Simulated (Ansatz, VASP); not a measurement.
# One calculation of PbS, two programs

Contents of INCAR:

```
PREC = Accurate ; ENCUT = 520
EDIFF = 1E-6 ; ISMEAR = -1
SIGMA = 0.01 ; LREAL = F
LASPH = T ; NELM = 100
ALGO = Normal ; ISIF = 2
LWAVE = F ; LCHARG = T
LELF = T ; LVHAR = T
NBANDS = 17
```

The input KPOINTS:

```
Automatic mesh
0
Gamma
  8 8 8
```

Contents of POSCAR:

```
PbS
1.0
    0.0000000000      2.9650000000      2.9057000000
    2.9650000000      0.0000000000      2.9057000000
    2.9650000000      2.9650000000      0.0000000000
Pb S
1 1
Direct
    0.0000000000      0.0000000000      0.0000000000
    0.5000000000      0.5000000000      0.5000000000
```

Input for Ansatz:

```yaml
crystal:
  lattice:
    - [0.0, 2.965, 2.9057]
    - [2.965, 0.0, 2.9057]
    - [2.965, 2.965, 0.0]
  atoms:
    - { symbol: Pb, position: [0.0, 0.0, 0.0] }
    - { symbol: S, position: [0.5, 0.5, 0.5] }
kpoints:
  mp_grid: { grid: [8, 8, 8] }
  band_path:
    path:
      - [0.0, 0.0, 0.0]
      - [0.0, 0.5, 0.5]
      - [0.25, 0.75, 0.5]
      - [0.0, 0.5, 0.0]
      - [0.0, 0.0, 0.0]
      - [0.5, 0.5, 0.0]
      - [0.3801541025, 0.6198458975, 0.0]
      - [-0.3801541025, 0.3801541025, 0.0]
      - [0.0, 0.0, 0.0]
    npoints: 5
scf:
  occupations: { method: fermi_dirac, width: 0.01 }
hamiltonian:
  xc: lda
  pseudopotentials: { kind: all_electron, lapw: { basis_error: 0.0005 } }
output:
  forces: true
  stress: true
  eigenvalues: true
```

Change from the starting cell: zz strain of -2 %.

Alike in both runs: task single point; functional LDA; k mesh 8 × 8 × 8; occupations fermi-dirac, width 0.01 eV; no spin polarisation.

```csv
,VASP,Ansatz
version,VASP 6.6.1,Ansatz 0.2.0
potentials or method,"VASP PAW LDA potentials, release 64 (Pb_d, S), cutoff 520 eV","all-electron LAPW, scalar-relativistic"
```

Ansatz gave:

```
pressure (GPa)                                                : -1.3
traceless stress, the component that is largest in VASP (GPa) : 1.85
```

Task: What did VASP give for the same quantities?

Result: Pressure (GPa): -1.3; traceless stress, the component that is largest in VASP (GPa): 1.86.

LDA's correlation is that of Perdew and Zunger in VASP and of Perdew and Wang (1992) in Ansatz. Ansatz ran all-electron here, and VASP with PAW potentials.

Neither program's run includes spin-orbit coupling.
